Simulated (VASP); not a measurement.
# KCl in VASP: settings compared, part 2 of 2

VASP 6.6.1. The steps go on from the part before.

## (3) Single point, HSE06 (uniaxial z strain +1.5%)

The input, POSCAR:

```
KCl
1.0
    0.0000000000      3.5072828304      3.5598920729
    3.5072828304      0.0000000000      3.5598920729
    3.5072828304      3.5072828304      0.0000000000
K Cl
1 1
Direct
    0.0000000000      0.0000000000      0.0000000000
    0.2500000000      0.2500000000      0.2500000000
```

The input, INCAR.step1:

```
  ALGO = Normal
  EDIFF = 1E-5
  ENCUT = 520
  GGA = PE
  ISIF = 2
  ISMEAR = 0
  LASPH = T
  LCHARG = F
  LREAL = F
  LWAVE = T
  NBANDS = 15
  NELM = 100
  PREC = Accurate
  SIGMA = 0.01
```

The input, INCAR.step2:

```
  ALGO = Normal
  EDIFF = 1E-6
  ENCUT = 520
  GGA = PE
  HFSCREEN = 0.2079
  ISIF = 2
  ISMEAR = 0
  ISTART = 1
  LASPH = T
  LCHARG = F
  LHFCALC = T
  LREAL = F
  LWAVE = F
  NBANDS = 15
  NELM = 100
  PREC = Accurate
  PRECFOCK = Normal
  SIGMA = 0.01
```

The input, KPOINTS:

```
k-points
0
Gamma
  4 4 4
```

Potentials or basis: VASP PAW PBE potentials, release 64 (K_sv, Cl).

Started as:

```
cat potpaw_PBE.64/K_sv/POTCAR potpaw_PBE.64/Cl/POTCAR > POTCAR
cp INCAR.step1 INCAR
mpirun -np 1 vasp_std > vasp.out
cp INCAR.step2 INCAR
mpirun -np 1 vasp_std > vasp.out
```

OUTCAR:

```text
EDIFF = 1E-6
   ENCUT = 520
   GGA = PE
   HFSCREEN = 0.2079
   ISIF = 2
   ISMEAR = 0
   ISTART = 1
   LASPH = T
   LHFCALC = T
   LREAL = F
   NELM = 100
   PREC = Accurate
   PRECFOCK = Normal

 ion  position               nearest neighbor table
   1  0.000  0.000  0.000-   2 3.05   2 3.05   2 3.05   2 3.05
   2  0.250  0.250  0.250-   1 3.05   1 3.05   1 3.05   1 3.05

  LATTYP: Found a body centered tetragonal cell.
 ALAT       =     4.9600469458
 C/A-ratio  =     1.4354267658

  Lattice vectors:

 A1 = (  -3.5072828304,   0.0000000000,   3.5598920729)
 A2 = (   3.5072828304,   0.0000000000,   3.5598920729)
 A3 = (   0.0000000000,   3.5072828304,  -3.5598920729)

Analysis of symmetry for initial positions (statically):
=====================================================================
 Subroutine PRICEL returns:
 Original cell was already a primitive cell.

 Routine SETGRP: Setting up the symmetry group for a
 body centered tetragonal supercell.

 Subroutine GETGRP returns: Found  8 space group operations
 (whereof  8 operations were pure point group operations)
 out of a pool of 16 trial point group operations.

The static configuration has the point symmetry D_2d.

Analysis of symmetry for dynamics (positions and initial velocities):
=====================================================================
 Subroutine PRICEL returns:
 Original cell was already a primitive cell.

 Routine SETGRP: Setting up the symmetry group for a
 body centered tetragonal supercell.

 Subroutine GETGRP returns: Found  8 space group operations
 (whereof  8 operations were pure point group operations)
 out of a pool of 16 trial point group operations.

The dynamic configuration has the point symmetry D_2d.

 Subroutine INISYM returns: Found  8 space group operations
 (whereof  8 operations are pure point group operations),
 and found     1 'primitive' translations

----------------------------------------------------------------------------------------

                                     Primitive cell

  volume of cell :      87.5807

  direct lattice vectors                    reciprocal lattice vectors
     0.000000000  3.507282830  3.559892073    -0.142560502  0.142560502  0.140453696
     3.507282830  0.000000000  3.559892073     0.142560502 -0.142560502  0.140453696
     3.507282830  3.507282830  0.000000000     0.142560502  0.142560502 -0.140453696

  length of vectors
     4.997385759  4.997385759  4.960046946     0.245711689  0.245711689  0.245711689

  position of ions in fractional coordinates (direct lattice)
     0.000000000  0.000000000  0.000000000
     0.250000000  0.250000000  0.250000000

  ion indices of the primitive-cell ions
   primitive index   ion index
                 1           1
                 2           2

----------------------------------------------------------------------------------------
[... 42 lines left out ...]
   total plane-waves  NPLWV =  64000
   dimension x,y,z NGX =    40 NGY =   40 NGZ =   40
   dimension x,y,z NGXF=    80 NGYF=   80 NGZF=   80
   ions per type =               1   1
   NGX,Y,Z   is equivalent  to a cutoff of  13.31, 13.31, 13.41 a.u.
   NGXF,Y,Z  is equivalent  to a cutoff of  26.61, 26.61, 26.81 a.u.
 SYSTEM =  unknown system
   PREC   = accura    normal or accurate (medium, high low for compatibility)
   ISTART =      1    job   : 0-new  1-cont  2-samecut
   ICHARG =      0    charge: 1-file 2-atom 10-const
   ISPIN  =      1    spin polarized calculation?
   LNONCOLLINEAR =      F non collinear calculations
   LSORBIT =      F    spin-orbit coupling
   LASPH  =      T    aspherical Exc in radial PAW
   ENCUT  =  520.0 eV  38.22 Ry    6.18 a.u.   9.29  9.29  9.22*2*pi/ulx,y,z
   NELM   =    100;   NELMIN=  2; NELMDL=  0     # of ELM steps
   EDIFF  = 0.1E-05   stopping-criterion for ELM
   LREAL  =      F    real-space projection
   EDIFFG = 0.1E-04   stopping-criterion for IOM
   NSW    =      0    number of steps for IOM
   IBRION =     -1    ionic relax: 0-MD 1-quasi-New 2-CG
   NFREE  =      0    steps in history (QN), initial steepest desc. (CG)
   ISIF   =      2    stress and relaxation
   ISYM   =      3    0-nonsym 1-usesym 2-fastsym
   POTIM  = 0.5000    time-step for ionic-motion
   TEBEG  =    0.0;   TEEND  =   0.0 temperature during run
   PSTRESS=    0.0 pullay stress
   NELECT =      16.0000    total number of electrons
   NUPDOWN=      -1.0000    fix difference up-down
   EMIN   =  10.00;   EMAX   =-10.00  energy-range for DOS
   EFERMI =   0.00;   METHOD = LEGACY
   ISMEAR =     0;   SIGMA  =   0.01  broadening in eV -4-tet -1-fermi 0-gaus
   EFERMI_NEDOS =   21; number of points for ismear=-14 and -15
   IALGO  =     38    algorithm
   IMIX   =      1    mixing-type and parameters
     AMIX     =   0.40;   BMIX     =  1.00
     AMIX_MAG =   1.60;   BMIX_MAG =  1.00
  volume/ion in A,a.u.               =      43.79       295.51
  Fermi-wavevector in a.u.,A,eV,Ry     =   0.928921  1.755406 11.740384  0.862894
  Thomas-Fermi vector in A             =   2.055149
   LORBIT       =      0    0 simple, 1 ext, 2 COOP (PROOUT), +10 PAW based schemes
   GGA     = PE    functional components
   LHFCALC =     T    Hartree Fock is set to
   PRECFOCK=normal    Normal, Fast or Accurate (Low or Medium for compatibility)
   ENCUT4O =  -1.0   cutoff for four orbital integrals eV
   NKREDX  =     1    reduce k-point grid by
   NKREDY  =     1    reduce k-point grid by
   NKREDZ  =     1    reduce k-point grid by
   AEXX    =    0.2500 exact exchange contribution
   HFSCREEN=    0.2079 screening length (either q_TF or 0.3 A-1)
   HFSCREENC=   0.2079 screening length for correlation (either q_TF or 0.3 A-1)
   ENCUTFOCK=  -1.0 apply spherical cutoff to Coloumb kernel
   IVDW    =     0    specifies the selected vdW correction
   LEPSILON=     F    determine dielectric tensor
   LRPA    =     F    only Hartree local field effects (RPA)
 non-spin polarized calculation
 Gauss-broadening in eV      SIGMA  =   0.01
  energy-cutoff  :      520.00
  volume of cell :       87.58
 maximum number of plane-waves:      2370
 NGX is ok and might be reduce to    40
  NGX = 28; NGY = 28; NGZ = 28

 number of electron      15.9999999 magnetization

 Free energy of the ion-electron system (eV)
  ---------------------------------------------------
  ext. energy  EPLUGINS =         0.00000000
  ---------------------------------------------------
  free energy    TOTEN  =        -7.66406014 eV

  energy without entropy =       -7.66406014  energy(sigma->0) =       -7.66406014

 E-fermi :  -4.1358     XC(G=0):  -5.1130

 val. band max:       -4.2160734243   @ k =   0.5000   0.5000   0.0000
 cond. band min:       1.7652196400   @ k =   0.0000   0.0000   0.0000
 fundamental gap:      5.9812930642
 Fermi energy:        -4.1357892574

 k-point     1 :       0.0000    0.0000    0.0000
  band No.  band energies     occupation
      1     -33.5704      2.00000
      2     -17.0786      2.00000
      3     -15.7117      2.00000
      4     -15.7117      2.00000
      5     -15.7099      2.00000
      6      -4.2567      2.00000
      7      -4.2503      2.00000
      8      -4.2503      2.00000
      9       1.7652      0.00000
     10       6.6826      0.00000
     11       6.7969      0.00000
     12       7.6387      0.00000
     13       7.7177      0.00000
     14       7.7177      0.00000
[... 203 lines left out ...]
      2     -17.2687      2.00000
      3     -15.7487      2.00000
      4     -15.7357      2.00000
      5     -15.4598      2.00000
      6      -4.4565      2.00000
      7      -4.3910      2.00000
      8      -4.2320      2.00000
      9       3.9217      0.00000
     10       4.7860      0.00000
     11       6.8689      0.00000
     12       6.9567      0.00000
     13       7.4607      0.00000
     14       7.9451      0.00000
     15       8.7065      0.00000

------------------------ aborting loop because EDIFF is reached ----------------------------------------

  FORCE on cell =-STRESS in cart. coord.  units (eV):
  Direction    XX          YY          ZZ          XY          YZ          ZX
  --------------------------------------------------------------------------------------
  -------------------------------------------------------------------------------------
  Total       -0.0022215     -0.0022215     -0.0122064      0.0000000      0.0000000     -0.0000000
  in kB       -0.0406397     -0.0406397     -0.2232996      0.0000000      0.0000000     -0.0000000
  external PRESSURE =      -0.1015263 kB  Pullay stress =       0.0000000 kB

 VOLUME and BASIS-vectors are now :
 -----------------------------------------------------------------------------
  energy-cutoff  :      520.00
  volume of cell :       87.58
      direct lattice vectors                 reciprocal lattice vectors
     0.000000000  3.507282830  3.559892073    -0.142560502  0.142560502  0.140453696
     3.507282830  0.000000000  3.559892073     0.142560502 -0.142560502  0.140453696
     3.507282830  3.507282830  0.000000000     0.142560502  0.142560502 -0.140453696

 POSITION                                       TOTAL-FORCE (eV/Angst)
 -----------------------------------------------------------------------------------
      0.00000      0.00000      0.00000        -0.000000     -0.000000     -0.000000
      1.75364      1.75364      1.77995         0.000000      0.000000      0.000000
 -----------------------------------------------------------------------------------
    total drift:                               -0.000001      0.000001     -0.000000

  FREE ENERGIE OF THE ION-ELECTRON SYSTEM (eV)
  ---------------------------------------------------
  free  energy   TOTEN  =        -7.6640601351 eV

  energy  without entropy=       -7.6640601351  energy(sigma->0) =       -7.66406014
```

OSZICAR.step1:

```text
N       E                     dE             d eps       ncg     rms          rms(c)
DAV:   1     0.102403037967E+03    0.10240E+03   -0.67472E+03   390   0.912E+02
DAV:   2     0.799294332465E+00   -0.10160E+03   -0.93175E+02   489   0.220E+02
DAV:   3    -0.676189364719E+01   -0.75612E+01   -0.75218E+01   537   0.531E+01
DAV:   4    -0.710802520668E+01   -0.34613E+00   -0.34597E+00   676   0.953E+00
DAV:   5    -0.710949087631E+01   -0.14657E-02   -0.14657E-02   537   0.667E-01    0.342E+00
DAV:   6    -0.663507654982E+01    0.47441E+00   -0.70754E-01   516   0.374E+00    0.266E+00
DAV:   7    -0.659217691601E+01    0.42900E-01   -0.19005E-01   530   0.212E+00    0.162E+00
DAV:   8    -0.661543391217E+01   -0.23257E-01   -0.29947E-02   520   0.114E+00    0.304E-01
DAV:   9    -0.661770456015E+01   -0.22706E-02   -0.23929E-03   495   0.260E-01    0.167E-01
DAV:  10    -0.662039131027E+01   -0.26868E-02   -0.18547E-03   390   0.264E-01    0.315E-02
DAV:  11    -0.662043147018E+01   -0.40160E-04   -0.68340E-05   519   0.536E-02    0.800E-03
DAV:  12    -0.662044372427E+01   -0.12254E-04   -0.11663E-05   378   0.278E-02    0.724E-03
DAV:  13    -0.662044413059E+01   -0.40632E-06   -0.13699E-06   412   0.916E-03
   1 F= -.66204441E+01 E0= -.66204441E+01  d E =-.905457E-57
```

It took 8.9 min on 1 thread of Intel Xeon Platinum 8488C (Sapphire Rapids), shared host; peak memory 0.35 GiB.

Results:

* Free energy: -7.6641 eV
* Pressure: 0.0 GPa
* Band gap on the k mesh: 5.98 eV (least direct gap 6.02 eV)

Caveat: the cell differs from its parent crystal (uniaxial z strain +1.5%); the PAW data sets were made with another functional, which shifts forces and pressure a little. A k mesh can miss the band edges.

## (4) Single point, HSE06 (shear xy strain -1.6%)

The input, POSCAR:

```
KCl
1.0
   -0.0287597192      3.5072828304      3.5072828304
    3.5072828304     -0.0287597192      3.5072828304
    3.4785231112      3.4785231112      0.0000000000
K Cl
1 1
Direct
   -0.0018571389     -0.0018571389      0.0018571389
    0.2518571389      0.2518571389      0.2481428611
```

The input, INCAR.step1:

```
PREC = Accurate ; ENCUT = 520
EDIFF = 1E-5 ; ISMEAR = 0
SIGMA = 0.01 ; LREAL = F
LASPH = T ; NELM = 60
ALGO = Normal ; ISIF = 2
LWAVE = T ; LCHARG = F
NBANDS = 15 ; GGA = PE
```

The input, INCAR.step2:

```
PREC = Accurate ; ENCUT = 520
EDIFF = 1E-6 ; ISMEAR = 0
SIGMA = 0.01 ; LREAL = F
LASPH = T ; NELM = 60
ALGO = Normal ; ISIF = 2
LWAVE = F ; LCHARG = F
GGA = PE ; LHFCALC = T
HFSCREEN = 0.2079 ; PRECFOCK = Normal
NBANDS = 15 ; ISTART = 1
```

The input, KPOINTS:

```
Automatic mesh
0
Gamma
  4 4 4
```

Started as:

```
cat potpaw_PBE.64/K_sv/POTCAR potpaw_PBE.64/Cl/POTCAR > POTCAR
cp INCAR.step1 INCAR
mpirun -np 1 vasp_std > vasp.out
cp INCAR.step2 INCAR
mpirun -np 1 vasp_std > vasp.out
```

Run time: 13 min. Hardware: 1 thread of Intel Xeon Platinum 8488C (Sapphire Rapids), shared host; peak memory 0.35 GiB.

The run converged. Its results:

| Quantity | Value |
| --- | --- |
| Free energy | -7.6630 eV |
| Pressure | 0.2 GPa |
| Band gap on the k mesh | 6.01 eV (least direct gap 6.04 eV) |

Stress tensor (GPa, compression positive):
```
0.17 0.05 0.00
0.05 0.17 0.00
0.00 0.00 0.17
```

Levels at points of the mesh, in eV from the valence-band top:
```tsv
k point	band 5	band 6	band 7	band 8	band 9	band 10	band 11	band 12
(0.00, 0.00, 0.00)	-11.46	-0.06	-0.05	-0.03	6.01	10.98	10.99	11.94
(0.50, 0.00, 0.00)	-11.27	-0.36	-0.02	-0.01	8.52	8.73	10.38	10.51
(0.50, 0.50, 0.00)	-11.20	-0.42	-0.02	0.00	7.94	9.03	11.37	11.89
(0.00, 0.00, 0.50)	-11.28	-0.35	-0.03	-0.02	8.56	8.75	10.36	10.49
(0.50, 0.00, 0.50)	-11.20	-0.42	-0.01	-0.01	7.94	9.03	11.37	11.91
```

Caveat: the cell differs from its parent crystal (shear xy strain -1.6%); the PAW data sets were made with another functional, which shifts forces and pressure a little. A k mesh can miss the band edges.

## (5) Overview

| level | cell | k mesh | grid for exact exchange (PRECFOCK) | share of exact exchange | screening parameter | gap on the mesh (eV) | pressure (GPa) |
| --- | --- | --- | --- | --- | --- | --- | --- |
| r2SCAN | a = 4.960, b = 4.960, c = 4.919 Å, angles 60.3, 60.3, 60.5°, 2 atoms, shear xy strain -1.6% | 6 × 6 × 6 | - | - | - | 5.34 | 0.0 |
| HSE06 | a = 4.997, b = 4.997, c = 4.960 Å, angles 60.2, 60.2, 59.5°, 2 atoms, uniaxial z strain +1.5% | 4 × 4 × 4 | Normal | 0.25 | 0.2079 1/Å | 5.98 | 0.0 |
| HSE06 | a = 4.960, b = 4.960, c = 4.919 Å, angles 60.3, 60.3, 60.5°, 2 atoms, shear xy strain -1.6% | 4 × 4 × 4 | Normal | 0.25 | 0.2079 1/Å | 6.01 | 0.2 |

Alike in all rows: task single point; potentials or basis VASP PAW PBE potentials, release 64 (K_sv, Cl); no spin polarisation; cutoff (eV) 520; smearing gaussian 0.01 eV.

Caveats: the PAW data sets were made with another functional, which shifts forces and pressure a little.

Total energies depend on the potentials used, so only differences within one code and one set of settings carry meaning.
